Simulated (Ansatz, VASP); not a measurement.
One calculation of H, two programs

Contents of INCAR:

```
PREC = Accurate
ENCUT = 400
EDIFF = 1E-6
ISMEAR = 0
SIGMA = 0.02
LREAL = False
LASPH = True
NELM = 120
ALGO = Normal
ISIF = 2
LWAVE = False
LCHARG = False
GGA = PE
IVDW = 13
NBANDS = 8
GGA_COMPAT = False
NELMDL = -8
```

The input KPOINTS:

```
Automatic mesh
0
Gamma
  1 1 1
```

POSCAR

```
H
1.0
   10.0000000000      0.0000000000      0.0000000000
    0.0000000000     10.0000000000      0.0000000000
    0.0000000000      0.0000000000     10.0000000000
H
2
Direct
    0.5000000000      0.5000000000      0.4630000000
    0.5000000000      0.5000000000      0.5370000000
```

Input for Ansatz:

```yaml
crystal:
  lattice:
    - [10.0, 0.0, 0.0]
    - [0.0, 10.0, 0.0]
    - [0.0, 0.0, 10.0]
  atoms:
    - { symbol: H, position: [0.5, 0.5, 0.463] }
    - { symbol: H, position: [0.5, 0.5, 0.537] }
scf:
  occupations: { method: gaussian, width: 0.02 }
output:
  stress: false
  eigenvalues: true
kpoints:
  mp_grid: { grid: [1, 1, 1] }
hamiltonian:
  xc: pbe
  dispersion: d4
```

Alike in both runs: task single point; functional PBE; dispersion D4; k mesh 1 × 1 × 1; occupations gaussian, width 0.02 eV; no spin polarisation.

|  | VASP | Ansatz |
| --- | --- | --- |
| version | VASP 6.6.1 | Ansatz 0.2.0 |
| potentials or method | VASP PAW PBE potentials, release 64 (H) | scalar-relativistic, plane waves, PAW |
| plane-wave cutoff (eV) | 400 | 420 |
| valence electrons in the cell | 2 | 2 |

Ansatz gave:

```
gap on the k mesh at the Fermi level (eV) : 10.19
```

What did VASP give for the same quantities?

gap on the k mesh at the Fermi level (eV): 10.18.
